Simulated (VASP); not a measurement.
Set up this calculation in VASP 6.6.1, as the native input.

```
Task                   : relaxation of cell and atoms
Functional             : LDA
Potentials or basis    : VASP PAW LDA potentials, release 64 (Cl)
Cutoff                 : 600 eV
k mesh                 : 17 × 17 × 17
Occupations            : fermi-dirac, width 0.05 eV
Spin                   : no spin polarisation
Dipole correction      : no
Further INCAR settings : ALGO = Normal; EDIFF = 1e-06; IBRION = 2; EDIFFG = -0.01; NSW = 80; ISIF = 3
```

The structure of Cl lies in POSCAR:

```
Cl
1.0
    1.6610572642      1.6610572642      1.6610572642
   -1.6610572642      1.6610572642      1.6610572642
   -1.6610572642     -1.6610572642      1.6610572642
Cl
1
Direct
    0.0000000000      0.0000000000      0.0000000000
```

These files were run (other wordings do the same):

INCAR

```
PREC     = Accurate       # precision mode
ENCUT    = 600            # plane-wave cutoff, eV
EDIFF    = 1E-6           # SCF threshold, eV
ISMEAR   = -1             # smearing method
SIGMA    = 0.05           # smearing width, eV
LREAL    = False          # projectors in reciprocal space
LASPH    = True           # aspherical terms in the spheres
NELM     = 80             # most SCF steps
ALGO     = Normal         # electronic algorithm
ISIF     = 3              # what is computed and relaxed
LWAVE    = False          # write WAVECAR
LCHARG   = False          # write CHGCAR
GGA      = CA             # functional
IBRION   = 2              # ionic algorithm
NSW      = 80             # ionic steps
EDIFFG   = -0.01          # ionic threshold
```

KPOINTS

```
regular mesh
0
Gamma
  17 17 17
```

Potentials or basis: VASP PAW LDA potentials, release 64 (Cl).

Command:

```bash
$ cat potpaw_LDA.64/Cl/POTCAR > POTCAR
$ mpirun -np 1 vasp_std > vasp.out
```

It gave:

| Quantity | Value |
| --- | --- |
| Pressure after relaxing | 0.0 GPa |

Caveat: the relaxation stopped at its first step, so nothing moved; an odd number of electrons without spin polarisation forces a metal; a magnetic or distorted state may lie lower.

Run time: 5.7 s on 1 thread of Intel(R) Xeon(R) 6975P-C (Granite Rapids), on a shared host, peak memory 0.13 GiB.
